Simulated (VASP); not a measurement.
Write the native input for VASP 6.6.1 that does the following.

```
Task                   : single point
Functional             : LDA
Potentials or basis    : VASP PAW LDA potentials, release 64 (Na_pv)
Cutoff                 : 520 eV
k mesh                 : 18 × 18 × 18
Occupations            : fermi-dirac, width 0.1 eV
Spin                   : no spin polarisation
Dipole correction      : no
Further INCAR settings : ALGO = Normal; EDIFF = 1e-07; NBANDS = 10
```

The structure of Na lies in POSCAR:

```
Na
1.0
   -2.0287155323      2.0287155323      2.0287155323
    2.0287155323     -2.0287155323      2.0287155323
    2.0287155323      2.0287155323     -2.0287155323
Na
1
Direct
    0.0000000000      0.0000000000      0.0000000000
```

The input as run:

INCAR

```
SYSTEM = Na
ALGO = Normal
EDIFF = 1E-7
ENCUT = 520
ISIF = 2
ISMEAR = -1
LASPH = .TRUE.
LCHARG = .FALSE.
LREAL = .FALSE.
LWAVE = .FALSE.
NBANDS = 10
NELM = 80
PREC = Accurate
SIGMA = 0.1
```

KPOINTS

```
k-points
0
G
  18 18 18
  0 0 0
```

Potentials or basis: VASP PAW LDA potentials, release 64 (Na_pv).

Launch:

```sh
$ cat potpaw_LDA.64/Na_pv/POTCAR > POTCAR
$ mpirun -np 1 vasp_std > vasp.out
```

Results of the run:

| Property | Result |
| --- | --- |
| Pressure | 0.0 GPa |

It took 22 s on 1 thread of AMD EPYC 9R45 96-Core Processor (Zen 5) (shared host), peak memory 0.14 GiB.
